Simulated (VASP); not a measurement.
# Ir (P6_3/mmc) in VASP: notebook

Runs on Ir. Level: LDA. Tasks: single point, relaxation of cell and atoms.

All numbers are computed with VASP 6.6.1; they aren't measurements. Logs are shortened: lines on timing, memory, paths and dates and some standing lists are left out, and cuts for length are marked.

## (1) The cell of the first run

The structure is hexagonal, space group P6_3/mmc (No. 194). Conventional cell: a = 2.594 Å, b = 2.594 Å, c = 4.213 Å, α = 90.00°, β = 90.00°, γ = 120.00°. Ir (site symmetry -6m2) has 12 Ir at 2.58 to 2.59 Å within 3.4 Å.

This isn't the form of Ir at room conditions, which is fcc.

## (2) Single point, LDA

Input file INCAR:

```
  PREC = Accurate
  ENCUT = 520
  EDIFF = 1E-6
  ISMEAR = -1
  SIGMA = 0.08
  LREAL = False
  LASPH = True
  NELM = 80
  ALGO = Normal
  ISIF = 2
  LWAVE = False
  LCHARG = False
  GGA = CA
  NBANDS = 16
```

Input file KPOINTS:

```
regular mesh
0
Gamma
  17 17 9
```

Input file POSCAR:

```
Ir
1.0
    2.5941273379      0.0000000000      0.0000000000
   -1.2970636689      2.2465801753      0.0000000000
    0.0000000000      0.0000000000      4.2129882123
Ir
2
Direct
    0.3333333333      0.6666666667      0.2500000000
    0.6666666667      0.3333333333      0.7500000000
```

Potentials or basis: VASP PAW LDA potentials, release 64 (Ir).

Command:

```sh
$ cat potpaw_LDA.64/Ir/POTCAR > POTCAR
$ mpirun -np 1 vasp_std > vasp.out
```

OUTCAR:

```text
PREC = Accurate
   ENCUT = 520
   EDIFF = 1E-6
   ISMEAR = -1
   LREAL = False
   LASPH = True
   NELM = 80
   ISIF = 2
   GGA = CA

 ion  position               nearest neighbor table
   1  0.333  0.667  0.250-   2 2.58   2 2.58   2 2.58   2 2.58   2 2.58   2 2.58
   2  0.667  0.333  0.750-   1 2.58   1 2.58   1 2.58   1 2.58   1 2.58   1 2.58

  LATTYP: Found a hexagonal cell.
 ALAT       =     2.5941273379
 C/A-ratio  =     1.6240483459

  Lattice vectors:

 A1 = (   2.5941273379,   0.0000000000,   0.0000000000)
 A2 = (  -1.2970636689,   2.2465801753,   0.0000000000)
 A3 = (   0.0000000000,   0.0000000000,   4.2129882123)

Analysis of symmetry for initial positions (statically):
=====================================================================
 Subroutine PRICEL returns:
 Original cell was already a primitive cell.

 Routine SETGRP: Setting up the symmetry group for a
 hexagonal supercell.

 Subroutine GETGRP returns: Found 24 space group operations
 (whereof 12 operations were pure point group operations)
 out of a pool of 24 trial point group operations.

The static configuration has the point symmetry D_3d.
 The point group associated with its full space group is D_6h.

Analysis of symmetry for dynamics (positions and initial velocities):
=====================================================================
 Subroutine PRICEL returns:
 Original cell was already a primitive cell.

 Routine SETGRP: Setting up the symmetry group for a
 hexagonal supercell.

 Subroutine GETGRP returns: Found 24 space group operations
 (whereof 12 operations were pure point group operations)
 out of a pool of 24 trial point group operations.

The dynamic configuration has the point symmetry D_3d.
 The point group associated with its full space group is D_6h.

 Subroutine INISYM returns: Found 24 space group operations
 (whereof 12 operations are pure point group operations),
 and found     1 'primitive' translations

----------------------------------------------------------------------------------------

                                     Primitive cell

  volume of cell :      24.5529

  direct lattice vectors                    reciprocal lattice vectors
     2.594127338  0.000000000  0.000000000     0.385486088  0.222560497  0.000000000
    -1.297063669  2.246580175  0.000000000     0.000000000  0.445120994  0.000000000
[... 77 lines left out ...]
   ISTART =      0    job   : 0-new  1-cont  2-samecut
   ICHARG =      2    charge: 1-file 2-atom 10-const
   ISPIN  =      1    spin polarized calculation?
   LNONCOLLINEAR =      F non collinear calculations
   LSORBIT =      F    spin-orbit coupling
   LASPH  =      T    aspherical Exc in radial PAW
   ENCUT  =  520.0 eV  38.22 Ry    6.18 a.u.   4.82  4.82  7.83*2*pi/ulx,y,z
   NELM   =     80;   NELMIN=  2; NELMDL= -5     # of ELM steps
   EDIFF  = 0.1E-05   stopping-criterion for ELM
   LREAL  =      F    real-space projection
[... 7 lines left out ...]
   TEBEG  =    0.0;   TEEND  =   0.0 temperature during run
   PSTRESS=    0.0 pullay stress
   NELECT =      18.0000    total number of electrons
   NUPDOWN=      -1.0000    fix difference up-down
   EMIN   =  10.00;   EMAX   =-10.00  energy-range for DOS
   EFERMI =   0.00;   METHOD = LEGACY
   ISMEAR =    -1;   SIGMA  =   0.08  broadening in eV -4-tet -1-fermi 0-gaus
   EFERMI_NEDOS =   21; number of points for ismear=-14 and -15
   IALGO  =     38    algorithm
   IMIX   =      4    mixing-type and parameters
     AMIX     =   0.40;   BMIX     =  1.00
     AMIX_MAG =   1.60;   BMIX_MAG =  1.00
  volume/ion in A,a.u.               =      12.28        82.85
  Fermi-wavevector in a.u.,A,eV,Ry     =   1.476152  2.789523 29.647445  2.179026
  Thomas-Fermi vector in A             =   2.590714
   LORBIT       =      0    0 simple, 1 ext, 2 COOP (PROOUT), +10 PAW based schemes
   GGA     = CA    functional components
   LHFCALC =     F    Hartree Fock is set to
   AEXX    =    0.0000 exact exchange contribution
   IVDW    =     0    specifies the selected vdW correction
   LEPSILON=     F    determine dielectric tensor
   LRPA    =     F    only Hartree local field effects (RPA)
 non-spin polarized calculation
  energy-cutoff  :      520.00
  volume of cell :       24.55
 maximum number of plane-waves:       675
 NGX is ok and might be reduce to    20
   NGX =  9   NGY =  9   NGZ = 15

 number of electron      18.0000002 magnetization

 Free energy of the ion-electron system (eV)
  ---------------------------------------------------
  ext. energy  EPLUGINS =         0.00000000
  ---------------------------------------------------
  free energy    TOTEN  =       -19.83445737 eV

  energy without entropy =      -19.79832964  energy(sigma->0) =      -19.81639350

 E-fermi :  13.1431     XC(G=0): -14.9690

 val. band max:       13.1379872697   @ k =   0.4706  -0.0000   0.2222
 cond. band min:      13.1637741114   @ k =   0.0588   0.0588   0.4444
 fundamental gap:      0.0257868417
 Fermi energy:        13.1431038726

 k-point     1 :       0.0000    0.0000    0.0000
  band No.  band energies     occupation
      1       0.3047      2.00000
      2       3.2681      2.00000
      3       8.1815      2.00000
      4       8.3089      2.00000
      5       8.3089      2.00000
      6       9.1480      2.00000
[... 433 lines left out ...]
      3       6.0520      2.00000
      4       6.0623      2.00000
      5       7.9549      2.00000
      6       8.3359      2.00000
[... 8 lines left out ...]
     15      26.9185      0.00000
     16      29.4573      0.00000

 [... further k-points ...]

------------------------ aborting loop because EDIFF is reached ----------------------------------------

  FORCE on cell =-STRESS in cart. coord.  units (eV):
  Direction    XX          YY          ZZ          XY          YZ          ZX
  --------------------------------------------------------------------------------------
  -------------------------------------------------------------------------------------
  Total       11.1310745     11.1310745     11.1444546      0.0000000      0.0000000      0.0000000
  in kB      726.3471152    726.3471152    727.2202220      0.0000000      0.0000000      0.0000000
  external PRESSURE =     726.6381508 kB  Pullay stress =       0.0000000 kB

 VOLUME and BASIS-vectors are now :
 -----------------------------------------------------------------------------
  energy-cutoff  :      520.00
  volume of cell :       24.55
      direct lattice vectors                 reciprocal lattice vectors
     2.594127338  0.000000000  0.000000000     0.385486088  0.222560497  0.000000000
    -1.297063669  2.246580175  0.000000000     0.000000000  0.445120994  0.000000000
     0.000000000  0.000000000  4.212988212     0.000000000  0.000000000  0.237361215

 POSITION                                       TOTAL-FORCE (eV/Angst)
 -----------------------------------------------------------------------------------
     -0.00000      1.49772      1.05325         0.000000     -0.000000      0.000000
      1.29706      0.74886      3.15974        -0.000000      0.000000      0.000000
 -----------------------------------------------------------------------------------
    total drift:                               -0.000000      0.000000     -0.000000

  FREE ENERGIE OF THE ION-ELECTRON SYSTEM (eV)
  ---------------------------------------------------
  free  energy   TOTEN  =       -19.8344573673 eV

  energy  without entropy=      -19.7983296374  energy(sigma->0) =      -19.81639350
```

Wall time 83 s (1 thread of Intel Xeon 8259CL, shared host); peak memory 0.17 GiB.

What came out:

```yaml
Free_energy: -19.8345 eV
Pressure: 72.7 GPa
Band_gap_on_the_k_mesh: zero (bands 9 and 10 overlap by 4.14 eV)
```

Stress tensor (GPa, compression positive):
```
72.63  0.00  0.00
 0.00 72.63  0.00
 0.00  0.00 72.72
```

Caveat: the cell stands under pressure; spin-orbit coupling is left out, which moves the levels of the heavy elements.

## (3) Single point, LDA

Input file INCAR:

```
ALGO = Normal
EDIFF = 1E-6
ENCUT = 520
GGA = CA
ISIF = 2
ISMEAR = -1
LASPH = T
LCHARG = F
LREAL = F
LWAVE = F
NBANDS = 16
NELM = 100
PREC = Accurate
SIGMA = 0.08
```

Input file KPOINTS:

```
k-points
0
Gamma
  17 17 9
```

Input file POSCAR:

```
Ir
1.0
    2.5940156076      0.0000000000      0.0000000000
   -1.2970078038      2.2464834140      0.0000000000
    0.0000000000      0.0000000000      4.2126457920
Ir
2
Direct
    0.3333333333      0.6666666667      0.2500000000
    0.6666666667      0.3333333333      0.7500000000
```

Potentials or basis: VASP PAW LDA potentials, release 64 (Ir).

Command:

```sh
$ cat potpaw_LDA.64/Ir/POTCAR > POTCAR
$ mpirun -np 1 vasp_std > vasp.out
```

Run time: 75 s. Hardware: 1 thread of Intel Xeon 8259CL, shared host; peak memory 0.17 GiB.

It converged, with:

- Free energy: -19.8326 eV
- Pressure: 72.8 GPa
- Band gap on the k mesh: zero (bands 9 and 10 overlap by 4.14 eV)

Stress tensor (GPa, compression positive):
```
72.75  0.00  0.00
 0.00 72.75  0.00
 0.00  0.00 72.86
```

Levels at points of the mesh, in eV from the Fermi level:
```
           k point  band 7  band 8  band 9  band 10  band 11  band 12
(0.00, 0.00, 0.00)   -4.00   -2.97   -2.97    -1.13     0.34     0.34
```

Caveat: the cell stands under pressure; spin-orbit coupling is left out, which moves the levels of the heavy elements.

(Part 1 of 2 ends here.)
